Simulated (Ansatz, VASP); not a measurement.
# Ti: VASP beside Ansatz

```
Ti
1.0
     2.93020    0.00000    0.00000
    -1.46510    2.53763    0.00000
     0.00000    0.00000    4.64859
Ti
2
Direct
  0.66667 0.33333 0.75000
  0.33333 0.66667 0.25000
```

Change from the starting cell: volume scaled by 0.98.

Alike in both runs: task single point; functional b88 exchange, pbe correlation; k mesh 8 × 8 × 4; non-collinear spin.

|  | VASP | Ansatz |
| --- | --- | --- |
| version | VASP 6.6.1 | Ansatz 0.2.0 |
| potentials or method | VASP PAW PBE potentials, release 64 (Ti_sv), cutoff 500 eV | all-electron LAPW, scalar-relativistic |
| occupations | methfessel-paxton of order 1, width 0.05 eV | cold, width 0.05 eV |

|  | VASP | Ansatz | Ansatz less VASP |
| --- | --- | --- | --- |
| gap on the k mesh at the Fermi level (eV) | none | none | - |
| pressure (GPa) | -0.2 | 0.1 | +0.31 |
| traceless stress, the component that is largest in VASP (GPa) | -0.92 | -0.83 | +0.099 |
| net moment per atom (μB) | 0.00 | 0.00 | 0.000 |

VASP's potentials were made for PBE, not for b88 exchange, pbe correlation. A gap of «none» marks a metal or a gap that the smearing closes. Ansatz ran all-electron here, and VASP with PAW potentials.

Noted on Ansatz's run: the program listed the state as in doubt; the k mesh is thin for a metal, which can move the energy by tens of meV per atom.
